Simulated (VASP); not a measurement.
# Si5C (P4/mmm) in VASP: further runs, part 2 of 2

VASP 6.6.1. Earlier steps stand in the parts before.

**4. Relaxation of cell and atoms, PBE**

Input file INCAR:

```
PREC = Accurate
ENCUT = 600
EDIFF = 1E-6
ISMEAR = 0
SIGMA = 0.1
LREAL = F
LASPH = T
NELM = 100
ALGO = Normal
ISIF = 3
LWAVE = F
LCHARG = F
GGA = PE
IBRION = 2
NSW = 100
EDIFFG = -0.01
```

Input file KPOINTS:

```
regular mesh
0
Gamma
  14 14 4
```

Input file POSCAR:

```
Si5C
1.0
    2.7148010627      0.0000000000      0.0000000000
    0.0000000000      2.7148010627      0.0000000000
    0.0000000000      0.0000000000     10.4158395724
Si C
5 1
Direct
    0.5000000000      0.5000000000      0.1144019066
    0.0000000000      0.0000000000      0.3162549157
    0.5000000000      0.5000000000      0.5000000000
    0.0000000000      0.0000000000      0.6837450843
    0.5000000000      0.5000000000      0.8855980934
    0.0000000000      0.0000000000      0.0000000000
```

Potentials or basis: VASP PAW PBE potentials, release 64 (Si, C).

Launch:

```bash
$ cat potpaw_PBE.64/Si/POTCAR potpaw_PBE.64/C/POTCAR > POTCAR
$ mpirun -np 1 vasp_std > vasp.out
```

OUTCAR:

```text
PREC = Accurate
   ENCUT = 600
   EDIFF = 1E-6
   ISMEAR = 0
   LREAL = F
   LASPH = T
   NELM = 100
   ISIF = 3
   GGA = PE
   IBRION = 2
   NSW = 100
   EDIFFG = -0.01

 ion  position               nearest neighbor table
   1  0.500  0.500  0.114-   6 2.26   6 2.26   6 2.26   6 2.26   5 2.38   2 2.85   2 2.85   2 2.85
                             2 2.85
   2  0.000  0.000  0.316-   3 2.71   3 2.71   3 2.71   3 2.71   1 2.85   1 2.85   1 2.85   1 2.85

   3  0.500  0.500  0.500-   2 2.71   4 2.71   2 2.71   4 2.71   2 2.71   4 2.71   2 2.71   4 2.71

   4  0.000  0.000  0.684-   3 2.71   3 2.71   3 2.71   3 2.71   5 2.85   5 2.85   5 2.85   5 2.85

   5  0.500  0.500  0.886-   6 2.26   6 2.26   6 2.26   6 2.26   1 2.38   4 2.85   4 2.85   4 2.85
                             4 2.85
   6  0.000  0.000  0.000-   1 2.26   5 2.26   1 2.26   5 2.26   1 2.26   5 2.26   1 2.26   5 2.26
[... 406 lines left out ...]

 E-fermi :  10.4515     XC(G=0): -11.4955

 val. band max:       10.4512938137   @ k =   0.5000   0.3571   0.5000
 cond. band min:      10.4866630521   @ k =   0.5000   0.2857   0.0000
 fundamental gap:      0.0353692384
 Fermi energy:        10.4515468358

 k-point     1 :       0.0000    0.0000    0.0000
  band No.  band energies     occupation
      1      -5.8564      2.00000
      2      -3.4753      2.00000
      3      -2.6375      2.00000
      4       0.9735      2.00000
      5       1.0233      2.00000
      6       7.0618      2.00000
[... 433 lines left out ...]
      3       0.6242      2.00000
      4       2.1573      2.00000
      5       4.1262      2.00000
      6       4.1271      2.00000
[... 8 lines left out ...]
     15      11.5265      0.00000
     16      11.9296      0.00000

 [... further k-points ...]

------------------------ aborting loop because EDIFF is reached ----------------------------------------

  FORCE on cell =-STRESS in cart. coord.  units (eV):
  Direction    XX          YY          ZZ          XY          YZ          ZX
  --------------------------------------------------------------------------------------
  -------------------------------------------------------------------------------------
  Total       -0.0245007     -0.0245007     -0.0149911      0.0000000      0.0000000     -0.0000000
  in kB       -0.5166485     -0.5166485     -0.3161197      0.0000000      0.0000000     -0.0000000
  external PRESSURE =      -0.4498055 kB  Pullay stress =       0.0000000 kB
[... 21 lines left out ...]
  FREE ENERGIE OF THE ION-ELECTRON SYSTEM (eV)
  ---------------------------------------------------
  free  energy   TOTEN  =       -30.8166011208 eV

  energy  without entropy=      -30.8036798066  energy(sigma->0) =      -30.81014046

 reached required accuracy - stopping structural energy minimisation
```

OSZICAR:

```text
N       E                     dE             d eps       ncg     rms          rms(c)
DAV:   1     0.576515169886E+02    0.57652E+02   -0.11427E+04  3456   0.148E+03
[... 104 lines left out ...]
       N       E                     dE             d eps       ncg     rms          rms(c)
DAV:   1    -0.308166880358E+02   -0.15310E-02   -0.47231E-02  3784   0.137E+00    0.126E-01
DAV:   2    -0.308166870645E+02    0.97135E-06   -0.23745E-03  4368   0.335E-01    0.760E-02
DAV:   3    -0.308166388209E+02    0.48244E-04   -0.31630E-04  4768   0.987E-02    0.496E-02
DAV:   4    -0.308166039558E+02    0.34865E-04   -0.14464E-04  4648   0.682E-02    0.972E-03
DAV:   5    -0.308166008241E+02    0.31317E-05   -0.23511E-05  4600   0.299E-02    0.883E-03
DAV:   6    -0.308166011208E+02   -0.29674E-06   -0.15175E-06  2480   0.915E-03
  12 F= -.30816601E+02 E0= -.30810140E+02  d E =-.371167E-03
```

CONTCAR:

```text
Si5C
   1.00000000000000
     2.7566762212048479    0.0000000000000000   -0.0000000000000000
     0.0000000000000000    2.7566762212048479   -0.0000000000000000
     0.0000000000000000   -0.0000000000000000    9.9982115760409442
  Si              C
     5     1
Direct
     0.5000000000000000    0.5000000000000000    0.1176725084752135
     0.0000000000000000    0.0000000000000000    0.3149482436363487
     0.5000000000000000    0.5000000000000000    0.5000000000000000
     0.0000000000000000    0.0000000000000000    0.6850517563636513
     0.5000000000000000    0.5000000000000000    0.8823274915247866
     0.0000000000000000    0.0000000000000000    0.0000000000000000

  0.00000000E+00  0.00000000E+00  0.00000000E+00
  0.00000000E+00  0.00000000E+00  0.00000000E+00
  0.00000000E+00  0.00000000E+00  0.00000000E+00
  0.00000000E+00  0.00000000E+00  0.00000000E+00
  0.00000000E+00  0.00000000E+00  0.00000000E+00
  0.00000000E+00  0.00000000E+00  0.00000000E+00
```

Run time: 12 min. Hardware: 1 thread of Intel Xeon Platinum 8375C at 2.90GHz (Ice Lake), shared host; peak memory 0.3 GiB.

Results:

```yaml
Free_energy: -30.8166 eV
Relaxed_volume: 12.66 Å³/atom
Relaxed_cell: a = 2.757 Å, b = 2.757 Å, c = 9.998 Å, α = 90.00°, β = 90.00°, γ = 90.00°
Space_group_after_relaxing_to_0.1_Å: P4/mmm (No. 123)
Energy_gained_by_relaxing: 4.7 meV/atom
Ionic_steps: 12
Pressure_after_relaxing: 0.0 GPa
Largest_force_after_relaxing: 0.007 eV/Å
```

Forces on the atoms (eV/Å):
```
Si   0.000  0.000  0.007
Si   0.000  0.000  0.000
Si   0.000  0.000  0.000
Si   0.000  0.000  0.000
Si   0.000  0.000 -0.007
C    0.000  0.000  0.000
```

The path:
```csv
step,energy change (eV),largest force (eV/Å),pressure (GPa),volume (Å³)
1,0.0000,0.1776,-0.37,76.77
2,-0.0054,0.1351,-0.15,76.44
3,-0.0146,0.0396,0.56,75.47
4,-0.0193,0.0755,-0.01,75.91
5,-0.0202,0.0933,-0.35,76.17
6,-0.0227,0.1145,0.04,75.99
7,-0.0228,0.1110,-0.01,76.01
8,-0.0249,0.0893,0.04,75.96
9,-0.0275,0.0709,0.20,75.84
10,-0.0276,0.0725,0.24,75.81
11,-0.0265,0.1162,-0.58,76.31
12,-0.0279,0.0066,-0.04,75.98
```

Final structure:
```xyz
6
Lattice="2.7567 0.0000 0.0000 0.0000 2.7567 0.0000 0.0000 0.0000 9.9982" Properties=species:S:1:pos:R:3 pbc="T T T"
Si    1.3783    1.3783    1.1765
Si    0.0000    0.0000    3.1489
Si    1.3783    1.3783    4.9991
Si    0.0000    0.0000    6.8493
Si    1.3783    1.3783    8.8217
C     0.0000    0.0000    0.0000
```

Caveat: the highest band is partly filled, so the run has too few bands.

**5. Overview**

```csv
task,spin,cell,k mesh,cutoff (eV),gap on the mesh (eV),pressure (GPa),moment (μB),largest force (eV/Å)
single point,collinear,"a = 2.715, b = 2.715, c = 10.416 Å, 6 atoms, atomic positions A",6 × 6 × 2,520,none,-0.1,0.00,-
single point,collinear,"a = 2.756, b = 2.756, c = 11.692 Å, 6 atoms, atomic positions B",6 × 6 × 2,520,none,-8.8,0.00,1.24
relaxation of cell and atoms,off,"relaxed from a = 2.715, b = 2.715, c = 10.416 Å, 6 atoms, atomic positions A",14 × 14 × 4,600,-,0.0,-,0.01
```

Alike in all rows: level PBE; potentials or basis VASP PAW PBE potentials, release 64 (Si, C); smearing gaussian 0.1 eV.

Caveats: some runs use coarse meshes; forces of over 1 eV/Å act on the atoms, so gaps and moduli don't describe the material at rest (at least some runs); the highest band is partly filled, so the run has too few bands (at least some runs).

Total energies depend on the potentials used, so only differences within one code and one set of settings carry meaning.

The gap in the log of VASP goes by the Fermi energy; the results here count the filled bands.